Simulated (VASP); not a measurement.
BiTe: single point with PBE

Crystal: BiTe.

```
CELL_PARAMETERS angstrom
3.10489 3.10489 0.00000
-3.10489 3.10489 0.00000
0.00000 0.00000 6.63652
ATOMIC_POSITIONS crystal
Bi 0.00000 0.00000 0.00000
Bi 0.50000 0.50000 0.50000
Te 0.50000 0.50000 0.00000
Te 0.00000 0.00000 0.50000
```

This cell differs from its parent crystal: biaxial strain in the a-b plane: -4.5 %, then relaxed in part.

| Property | Result |
| --- | --- |
| Program | VASP 6.6.1 |
| Task | single point |
| Functional | PBE |
| Potentials or basis | VASP PAW PBE potentials, release 64 (Bi_d, Te) |
| Cutoff | 520 eV |
| k mesh | 12 × 12 × 8 |
| Occupations | gaussian, width 0.1 eV |
| Spin | no spin polarisation |

| Property | Result |
| --- | --- |
| Pressure | 4.5 GPa |
| Band gap on the k mesh | zero (band 21 reaches 9.74 eV, above the bottom of band 22 at 6.33 eV) |

Stress tensor (GPa, compression positive):
```
 6.69  0.00  0.00
 0.00  6.69  0.00
 0.00  0.00 -0.01
```

Levels at points of the mesh, in eV from the Fermi level:
```
           k point  band 17  band 18  band 19  band 20  band 21  band 22  band 23  band 24  band 25  band 26
(0.00, 0.00, 0.00)    -4.24    -3.01    -3.01    -2.13     1.26     2.12     2.81     2.81     4.04     4.04
(0.50, 0.00, 0.00)    -2.18    -2.18    -1.85    -1.85    -0.24    -0.24     0.00     0.00     2.53     2.53
(0.50, 0.50, 0.00)    -4.78    -4.78    -3.90    -3.90     2.00     2.00     2.98     2.98     4.64     4.64
(0.00, 0.00, 0.50)    -3.69    -3.69    -3.31    -3.31     0.99     0.99     2.82     2.82     3.29     3.29
(0.50, 0.00, 0.50)    -1.98    -1.98    -1.48    -1.48    -1.03    -1.03    -0.63    -0.63    -0.60    -0.60
(0.50, 0.50, 0.50)    -5.57    -5.57    -1.81    -1.81    -0.42    -0.42     4.13     4.13     4.13     4.13
```

Wall time 6 min on 1 thread of Intel(R) Xeon(R) Platinum 8375C CPU @ 2.90GHz (Ice Lake) (shared host), peak memory 0.55 GiB.

Caveat: the cell differs from its parent crystal (biaxial strain in the a-b plane: -4.5 %, then relaxed in part); spin-orbit coupling is left out, which moves the levels of the heavy elements.
